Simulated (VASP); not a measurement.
# Na (Pmmn) in VASP: further runs, part 2 of 2

VASP 6.6.1.

## 3. Single point, PBEsol (atoms displaced along a vibrational mode, the cell strained)

Contents of INCAR:

```
PREC     = Accurate       # precision mode
ENCUT    = 520            # plane-wave cutoff, eV
EDIFF    = 1E-7           # SCF threshold, eV
ISMEAR   = 0              # smearing method
SIGMA    = 0.15           # smearing width, eV
LREAL    = False          # projectors in reciprocal space
LASPH    = True           # aspherical terms in the spheres
NELM     = 100            # most SCF steps
ALGO     = Fast           # electronic algorithm
ISIF     = 2              # what is computed and relaxed
LWAVE    = False          # write WAVECAR
LCHARG   = True           # write CHGCAR
GGA      = PS             # functional
LELF     = True           # ELF
LVHAR    = True         
NBANDS   = 14             # bands
```

Contents of KPOINTS:

```
Automatic mesh
0
Gamma
  12 12 10
```

Contents of POSCAR:

```
Na
1.0
    0.0000000000     -3.6339653128      0.0000000000
   -3.6339653128      0.0000000000      0.0000000000
    0.0000000000      0.0000000000     -5.0935792181
Na
2
Direct
    0.5000000000      0.5547335989      0.5000000000
    0.0000000000     -0.0547335989      0.0000000000
```

Potentials or basis: VASP PAW PBE potentials, release 64 (Na_pv).

Run with:

```bash
$ cat potpaw_PBE.64/Na_pv/POTCAR > POTCAR
$ mpirun -np 1 vasp_std > vasp.out
```

Wall time 5.2 min (1 thread of Intel Xeon 8259CL, shared host); peak memory 0.32 GiB.

It converged, with:

* Free energy: -2.7590 eV
* Pressure: 0.8 GPa
* Largest force: 0.172 eV/Å
* Band gap on the k mesh: zero (bands 7 and 8 overlap by 5.07 eV)

Forces in eV/Å, atoms in the order of the input:
```
Na   0.172  0.000  0.000
Na  -0.172  0.000  0.000
```

Stress tensor (GPa, compression positive):
```
0.46 0.00 0.00
0.00 0.89 0.00
0.00 0.00 1.01
```

Levels at points of the mesh, in eV from the Fermi level:
```csv
k point,band 5,band 6,band 7,band 8,band 9,band 10
"(0.00, 0.00, 0.00)",-24.73,-24.73,-3.49,1.93,2.52,6.53
"(0.50, 0.00, 0.00)",-24.73,-24.73,-0.62,-0.62,4.47,4.47
"(0.00, 0.50, 0.00)",-24.74,-24.73,-0.65,-0.59,4.41,4.55
"(0.50, 0.50, 0.00)",-24.75,-24.75,1.86,1.86,2.40,2.40
"(0.00, 0.00, 0.50)",-24.73,-24.73,-2.01,-2.01,7.87,7.87
"(0.50, 0.00, 0.50)",-24.74,-24.74,0.55,0.55,1.08,1.08
"(0.00, 0.50, 0.50)",-24.74,-24.74,0.57,0.57,1.05,1.05
"(0.50, 0.50, 0.50)",-24.74,-24.74,3.06,3.06,3.16,3.16
```

Caveat: the cell differs from its parent crystal (atoms displaced along a vibrational mode, the cell strained); the PAW data sets were made with another functional, which shifts forces and pressure a little.

## 4. Single point, PBEsol (atoms displaced along a vibrational mode, the cell strained)

Contents of INCAR:

```
SYSTEM = Na
  PREC = Accurate
  ENCUT = 520
  EDIFF = 1E-7
  ISMEAR = 0
  SIGMA = 0.15
  LREAL = .FALSE.
  LASPH = .TRUE.
  NELM = 80
  ALGO = Fast
  ISIF = 2
  LWAVE = .FALSE.
  LCHARG = .FALSE.
  GGA = PS
  NBANDS = 14
```

Contents of KPOINTS:

```
Automatic mesh
0
G
  12 12 10
  0 0 0
```

Contents of POSCAR:

```
Na
1.0
    0.0000000000     -3.6339653128      0.0000000000
   -3.6339653128      0.0000000000      0.0000000000
    0.0000000000      0.0000000000     -5.0935792181
Na
2
Direct
    0.5000000000      0.6094671979      0.5000000000
    0.0000000000     -0.1094671979      0.0000000000
```

Potentials or basis: VASP PAW PBE potentials, release 64 (Na_pv).

Run with:

```bash
$ cat potpaw_PBE.64/Na_pv/POTCAR > POTCAR
$ mpirun -np 1 vasp_std > vasp.out
```

OUTCAR:

```text
SYSTEM = Na
   PREC = Accurate
   ENCUT = 520
   EDIFF = 1E-7
   ISMEAR = 0
   LREAL = .FALSE.
   LASPH = .TRUE.
   NELM = 80
   ISIF = 2
   GGA = PS

 ion  position               nearest neighbor table
   1  0.500  0.609  0.500-
   2  0.000  0.891  0.000-

  LATTYP: Found a simple tetragonal cell.
 ALAT       =     3.6339653128
 C/A-ratio  =     1.4016587335

  Lattice vectors:

 A1 = (   0.0000000000,  -3.6339653128,   0.0000000000)
 A2 = (  -3.6339653128,   0.0000000000,   0.0000000000)
 A3 = (   0.0000000000,   0.0000000000,  -5.0935792181)

Analysis of symmetry for initial positions (statically):
=====================================================================
 Subroutine PRICEL returns:
 Original cell was already a primitive cell.

 Routine SETGRP: Setting up the symmetry group for a
 simple tetragonal supercell.

 Subroutine GETGRP returns: Found  8 space group operations
 (whereof  4 operations were pure point group operations)
 out of a pool of 16 trial point group operations.

[... 176 lines left out ...]
      3     -24.1937      2.00000
      4     -24.1885      2.00000
      5     -24.1849      2.00000
      6     -24.1845      2.00000
      7      -2.8898      2.00000
      8       2.5196      0.00000
      9       3.1279      0.00000
     10       7.2660      0.00000
     11       8.0270      0.00000
     12       8.1561      0.00000
     13       9.6821      0.00000
     14      12.1599      0.00000
[... 377 lines left out ...]
      1     -24.2540      2.00000
      2     -24.2213      2.00000
      3     -24.2143      2.00000
      4     -24.2120      2.00000
      5     -24.1880      2.00000
      6     -24.1863      2.00000
      7       0.0088      2.00000
      8       0.1084      2.00000
      9       5.0183      0.00000
     10       5.2645      0.00000
     11       6.0273      0.00000
     12       6.0442      0.00000
     13       9.1341      0.00000
     14       9.7574      0.00000

 [... further k-points ...]

------------------------ aborting loop because EDIFF is reached ----------------------------------------

  FORCE on cell =-STRESS in cart. coord.  units (eV):
  Direction    XX          YY          ZZ          XY          YZ          ZX
  --------------------------------------------------------------------------------------
  -------------------------------------------------------------------------------------
  Total       -0.0601908      0.5958743      0.8443291      0.0000000      0.0000000      0.0000000
  in kB       -1.4336938     14.1932099     20.1111878      0.0000000      0.0000000      0.0000000
  external PRESSURE =      10.9569013 kB  Pullay stress =       0.0000000 kB

 VOLUME and BASIS-vectors are now :
 -----------------------------------------------------------------------------
  energy-cutoff  :      520.00
  volume of cell :       67.26
      direct lattice vectors                 reciprocal lattice vectors
     0.000000000 -3.633965313  0.000000000     0.000000000 -0.275181493  0.000000000
    -3.633965313  0.000000000  0.000000000    -0.275181493  0.000000000  0.000000000
     0.000000000  0.000000000 -5.093579218     0.000000000  0.000000000 -0.196325601

 POSITION                                       TOTAL-FORCE (eV/Angst)
 -----------------------------------------------------------------------------------
     -2.21478     -1.81698     -2.54679         0.268486      0.000000      0.000000
     -3.23617      0.00000      0.00000        -0.268486      0.000000      0.000000
 -----------------------------------------------------------------------------------
    total drift:                               -0.000000     -0.000000     -0.000000

  FREE ENERGIE OF THE ION-ELECTRON SYSTEM (eV)
  ---------------------------------------------------
  free  energy   TOTEN  =        -2.6682897970 eV

  energy  without entropy=       -2.6577442703  energy(sigma->0) =       -2.66301703
```

Wall time 5.3 min (1 thread of Intel Xeon 8259CL, shared host); peak memory 0.32 GiB.

What came out:

```
Free energy            : -2.6683 eV
Pressure               : 1.1 GPa
Largest force          : 0.268 eV/Å
Band gap on the k mesh : zero (bands 7 and 8 overlap by 4.98 eV)
```

Forces in eV/Å, atoms in the order of the input:
```
Na   0.268  0.000  0.000
Na  -0.268  0.000  0.000
```

Caveat: the cell differs from its parent crystal (atoms displaced along a vibrational mode, the cell strained); the PAW data sets were made with another functional, which shifts forces and pressure a little.

## 5. The runs side by side

```tsv
cell	further INCAR settings	gap on the mesh (eV)	pressure (GPa)	largest force (eV/Å)
as given, atomic positions A	ALGO = Fast; EDIFF = 1e-06; NBANDS = 14	none	1.3	0.24
as given, atomic positions B	ALGO = Fast; EDIFF = 1e-07; NBANDS = 14	none	0.8	0.17
as given, atomic positions C	ALGO = Fast; EDIFF = 1e-07; NBANDS = 14	none	1.1	0.27
```

Alike in all rows: task single point; level PBEsol; potentials or basis VASP PAW PBE potentials, release 64 (Na_pv); no spin polarisation; k mesh 12 × 12 × 10; cutoff (eV) 520; smearing gaussian 0.15 eV.

Caveats: the PAW data sets were made with another functional, which shifts forces and pressure a little.

Total energies depend on the potentials used, so only differences within one code and one set of settings carry meaning.
